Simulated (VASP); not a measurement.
Input of a VASP 6.6.1 run:

Contents of INCAR:

```
PREC = Accurate
ENCUT = 520
EDIFF = 1E-7
ISMEAR = 0
SIGMA = 1.0
LREAL = False
LASPH = True
NELM = 80
ALGO = Normal
ISIF = 2
LWAVE = False
LCHARG = False
GGA = CA
NBANDS = 11
```

KPOINTS

```
Automatic mesh
0
Gamma
  10 10 10
```

File POSCAR:

```
Ca
1.0
    0.0000000000      2.6714532750      2.6714532750
    2.6714532750      0.0000000000      2.6714532750
    2.6714532750      2.6714532750      0.0000000000
Ca
1
Direct
    0.0000000000      0.0000000000      0.0000000000
```

Potentials or basis: VASP PAW LDA potentials, release 64 (Ca_sv).

Command:

```console
$ cat potpaw_LDA.64/Ca_sv/POTCAR > POTCAR
$ mpirun -np 1 vasp_std > vasp.out
```

(1) Predict the band gap on the k mesh.

(2) Predict the pressure.

Results:

(1) zero (band 5 reaches 2.29 eV, above the bottom of band 6 at 2.19 eV).

(2) 0.3 GPa.
